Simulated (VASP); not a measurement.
# Rh (Fm-3m) in VASP: further runs, part 2 of 2

VASP 6.6.1. The steps go on from the part before.

### Step 5. Single point, PBE

INCAR

```
PREC = Accurate
ENCUT = 500
EDIFF = 1E-6
ISMEAR = -1
SIGMA = 5E-4
LREAL = F
LASPH = T
NELM = 120
ALGO = Normal
ISIF = 2
LWAVE = F
LCHARG = F
GGA = PE
NBANDS = 14
GGA_COMPAT = F
```

KPOINTS

```
regular mesh
0
Gamma
  14 14 14
```

POSCAR

```
Rh
1.0
    0.0000000000      1.7954800000      1.7954800000
    1.7954800000      0.0000000000      1.7954800000
    1.7954800000      1.7954800000      0.0000000000
Rh
1
Direct
    0.0000000000      0.0000000000      0.0000000000
```

Potentials or basis: VASP PAW PBE potentials, release 64 (Rh_pv).

Started as:

```console
$ cat potpaw_PBE.64/Rh_pv/POTCAR > POTCAR
$ mpirun -np 1 vasp_std > vasp.out
```

OUTCAR:

```text
PREC = Accurate
   ENCUT = 500
   EDIFF = 1E-6
   ISMEAR = -1
   LREAL = F
   LASPH = T
   NELM = 120
   ISIF = 2
   GGA = PE

 ion  position               nearest neighbor table
   1  0.000  0.000  0.000-

  LATTYP: Found a face centered cubic cell.
 ALAT       =     3.5909600000

  Lattice vectors:

 A1 = (   0.0000000000,   1.7954800000,   1.7954800000)
 A2 = (   1.7954800000,   0.0000000000,   1.7954800000)
 A3 = (   1.7954800000,   1.7954800000,   0.0000000000)

Analysis of symmetry for initial positions (statically):
=====================================================================
 Subroutine PRICEL returns:
 Original cell was already a primitive cell.

 Routine SETGRP: Setting up the symmetry group for a
 face centered cubic supercell.

 Subroutine GETGRP returns: Found 48 space group operations
 (whereof 48 operations were pure point group operations)
 out of a pool of 48 trial point group operations.

The static configuration has the point symmetry O_h .

Analysis of symmetry for dynamics (positions and initial velocities):
=====================================================================
 Subroutine PRICEL returns:
 Original cell was already a primitive cell.

 Routine SETGRP: Setting up the symmetry group for a
 face centered cubic supercell.

 Subroutine GETGRP returns: Found 48 space group operations
 (whereof 48 operations were pure point group operations)
 out of a pool of 48 trial point group operations.

The dynamic configuration has the point symmetry O_h .

 Subroutine INISYM returns: Found 48 space group operations
 (whereof 48 operations are pure point group operations),
 and found     1 'primitive' translations

----------------------------------------------------------------------------------------

                                     Primitive cell

  volume of cell :      11.5764

  direct lattice vectors                    reciprocal lattice vectors
     0.000000000  1.795480000  1.795480000    -0.278477065  0.278477065  0.278477065
     1.795480000  0.000000000  1.795480000     0.278477065 -0.278477065  0.278477065
     1.795480000  1.795480000  0.000000000     0.278477065  0.278477065 -0.278477065

  length of vectors
     2.539192167  2.539192167  2.539192167     0.482336425  0.482336425  0.482336425

  position of ions in fractional coordinates (direct lattice)
     0.000000000  0.000000000  0.000000000

  ion indices of the primitive-cell ions
   primitive index   ion index
                 1           1

----------------------------------------------------------------------------------------

 KPOINTS: regular mesh

Automatic generation of k-mesh.
 Grid dimensions read from file:
 generate k-points for:   14   14   14

 Generating k-lattice:

  Cartesian coordinates                     Fractional coordinates (reciprocal lattice)
    -0.019891219  0.019891219  0.019891219     0.071428571  0.000000000  0.000000000
     0.019891219 -0.019891219  0.019891219     0.000000000  0.071428571  0.000000000
     0.019891219  0.019891219 -0.019891219     0.000000000  0.000000000  0.071428571

  Length of vectors
     0.034452602  0.034452602  0.034452602

  Shift w.r.t. Gamma in fractional coordinates (k-lattice)
     0.000000000  0.000000000  0.000000000

 Subroutine IBZKPT returns following result:
 ===========================================

 Found    104 irreducible k-points:

 Following reciprocal coordinates:
            Coordinates               Weight
  0.000000  0.000000  0.000000      1.000000
  0.071429  0.000000  0.000000      8.000000
  0.142857  0.000000  0.000000      8.000000
  0.214286  0.000000  0.000000      8.000000
  0.285714  0.000000  0.000000      8.000000
  0.357143  0.000000  0.000000      8.000000
[... 16 lines left out ...]
  0.214286  0.142857  0.000000     24.000000
  0.285714  0.142857  0.000000     24.000000
 [... further k-points ...]
   k-points           NKPTS =    104   k-points in BZ     NKDIM =    104   number of bands    NBANDS=     14
   number of dos      NEDOS =    301   number of ions     NIONS =      1
   total plane-waves  NPLWV =   8000
   dimension x,y,z NGX =    20 NGY =   20 NGZ =   20
   dimension x,y,z NGXF=    40 NGYF=   40 NGZF=   40
   ions per type =               1
   NGX,Y,Z   is equivalent  to a cutoff of  13.09, 13.09, 13.09 a.u.
   NGXF,Y,Z  is equivalent  to a cutoff of  26.19, 26.19, 26.19 a.u.
 SYSTEM =  unknown system
   PREC   = accura    normal or accurate (medium, high low for compatibility)
   ISTART =      0    job   : 0-new  1-cont  2-samecut
   ICHARG =      2    charge: 1-file 2-atom 10-const
   ISPIN  =      1    spin polarized calculation?
   LNONCOLLINEAR =      F non collinear calculations
   LSORBIT =      F    spin-orbit coupling
   LASPH  =      T    aspherical Exc in radial PAW
   ENCUT  =  500.0 eV  36.75 Ry    6.06 a.u.   4.63  4.63  4.63*2*pi/ulx,y,z
   NELM   =    120;   NELMIN=  2; NELMDL= -5     # of ELM steps
   EDIFF  = 0.1E-05   stopping-criterion for ELM
   LREAL  =      F    real-space projection
   EDIFFG = 0.1E-04   stopping-criterion for IOM
   NSW    =      0    number of steps for IOM
   IBRION =     -1    ionic relax: 0-MD 1-quasi-New 2-CG
   NFREE  =      0    steps in history (QN), initial steepest desc. (CG)
   ISIF   =      2    stress and relaxation
   ISYM   =      2    0-nonsym 1-usesym 2-fastsym
   POTIM  = 0.5000    time-step for ionic-motion
   TEBEG  =    0.0;   TEEND  =   0.0 temperature during run
   PSTRESS=    0.0 pullay stress
   NELECT =      15.0000    total number of electrons
   NUPDOWN=      -1.0000    fix difference up-down
   EMIN   =  10.00;   EMAX   =-10.00  energy-range for DOS
   EFERMI =   0.00;   METHOD = LEGACY
   ISMEAR =    -1;   SIGMA  =   0.00  broadening in eV -4-tet -1-fermi 0-gaus
   EFERMI_NEDOS =   21; number of points for ismear=-14 and -15
   IALGO  =     38    algorithm
   IMIX   =      4    mixing-type and parameters
     AMIX     =   0.40;   BMIX     =  1.00
     AMIX_MAG =   1.60;   BMIX_MAG =  1.00
  volume/ion in A,a.u.               =      11.58        78.12
  Fermi-wavevector in a.u.,A,eV,Ry     =   1.784766  3.372719 43.339870  3.185391
  Thomas-Fermi vector in A             =   2.848686
   LORBIT       =      0    0 simple, 1 ext, 2 COOP (PROOUT), +10 PAW based schemes
   GGA     = PE    functional components
   LHFCALC =     F    Hartree Fock is set to
   AEXX    =    0.0000 exact exchange contribution
   IVDW    =     0    specifies the selected vdW correction
   LEPSILON=     F    determine dielectric tensor
   LRPA    =     F    only Hartree local field effects (RPA)
 non-spin polarized calculation
  energy-cutoff  :      500.00
  volume of cell :       11.58
 maximum number of plane-waves:       306
   NGX =  9   NGY =  9   NGZ =  9

 number of electron      15.0000001 magnetization

 Free energy of the ion-electron system (eV)
  ---------------------------------------------------
  ext. energy  EPLUGINS =         0.00000000
  ---------------------------------------------------
  free energy    TOTEN  =        -6.73958139 eV

  energy without entropy =       -6.73957734  energy(sigma->0) =       -6.73957937

 E-fermi :  15.2934     XC(G=0): -15.1693

 val. band max:       15.2934114684   @ k =   0.3571   0.0000   0.0000
 cond. band min:      15.2934119941   @ k =   0.3571   0.0000   0.0000
 fundamental gap:      0.0000005257
 Fermi energy:        15.2934117312

 k-point     1 :       0.0000    0.0000    0.0000
  band No.  band energies     occupation
      1     -31.3175      2.00000
      2     -31.3175      2.00000
      3     -31.3175      2.00000
      4       6.0953      2.00000
      5      11.3483      2.00000
      6      11.3483      2.00000
      7      11.3483      2.00000
      8      14.0825      2.00000
      9      14.0825      2.00000
     10      31.0588      0.00000
     11      35.4165      0.00000
     12      37.5446      0.00000
     13      37.5446      0.00000
     14      37.5446      0.00000
[... 375 lines left out ...]
 k-point    24 :       0.2857    0.1429    0.0000
  band No.  band energies     occupation
      1     -31.9797      2.00000
      2     -31.4969      2.00000
      3     -31.4833      2.00000
      4       8.5346      2.00000
      5      10.0924      2.00000
      6      11.7663      2.00000
      7      12.5167      2.00000
      8      14.1756      2.00000
      9      15.0245      2.00000
     10      32.5415      0.00000
     11      34.8077      0.00000
     12      35.4166      0.00000
     13      38.1747      0.00000
     14      38.9182      0.00000

 [... further k-points ...]

------------------------ aborting loop because EDIFF is reached ----------------------------------------

  FORCE on cell =-STRESS in cart. coord.  units (eV):
  Direction    XX          YY          ZZ          XY          YZ          ZX
  --------------------------------------------------------------------------------------
  -------------------------------------------------------------------------------------
  Total        5.8899610      5.8899610      5.8899610      0.0000000     -0.0000000      0.0000000
  in kB      815.1758280    815.1758280    815.1758280      0.0000000     -0.0000000      0.0000000
  external PRESSURE =     815.1758280 kB  Pullay stress =       0.0000000 kB

 VOLUME and BASIS-vectors are now :
 -----------------------------------------------------------------------------
  energy-cutoff  :      500.00
  volume of cell :       11.58
      direct lattice vectors                 reciprocal lattice vectors
     0.000000000  1.795480000  1.795480000    -0.278477065  0.278477065  0.278477065
     1.795480000  0.000000000  1.795480000     0.278477065 -0.278477065  0.278477065
     1.795480000  1.795480000  0.000000000     0.278477065  0.278477065 -0.278477065

 POSITION                                       TOTAL-FORCE (eV/Angst)
 -----------------------------------------------------------------------------------
      0.00000      0.00000      0.00000         0.000000      0.000000      0.000000
 -----------------------------------------------------------------------------------
    total drift:                                0.000000      0.000000      0.000000

  FREE ENERGIE OF THE ION-ELECTRON SYSTEM (eV)
  ---------------------------------------------------
  free  energy   TOTEN  =        -6.7395813864 eV

  energy  without entropy=       -6.7395773447  energy(sigma->0) =       -6.73957937
```

stdout:

```text
POSCAR found type information on POSCAR Rh
 POSCAR found :  1 types and       1 ions
 scaLAPACK will be used
 LDA part: xc-table for (Slater+PW92), standard interpolation
 POSCAR, INCAR and KPOINTS ok, starting setup
 FFT: planning ... GRIDC
 FFT: planning ... GRID_SOFT
 FFT: planning ... GRID
 WAVECAR not read
 entering main loop
```

Run time: 20 s. Hardware: 1 thread of Intel Xeon 8259CL, shared host; peak memory 0.13 GiB.

Results:

| Item | Value |
| --- | --- |
| Free energy | -6.7396 eV |
| Pressure | 81.5 GPa |

### Step 6. Overview

| smearing | gap on the mesh (eV) | pressure (GPa) |
| --- | --- | --- |
| fermi-dirac 0.1 eV | none | 81.9 |
| fermi-dirac 0.01 eV | none | 81.5 |
| fermi-dirac 0.0005 eV | none | 81.5 |

Alike in all rows: task single point; level PBE; potentials or basis VASP PAW PBE potentials, release 64 (Rh_pv); no spin polarisation; cell as given; k mesh 14 × 14 × 14; cutoff (eV) 500.

Every run on the cell as given and a fine mesh finds a metal.

Total energies depend on the potentials used, so only differences within one code and one set of settings carry meaning.
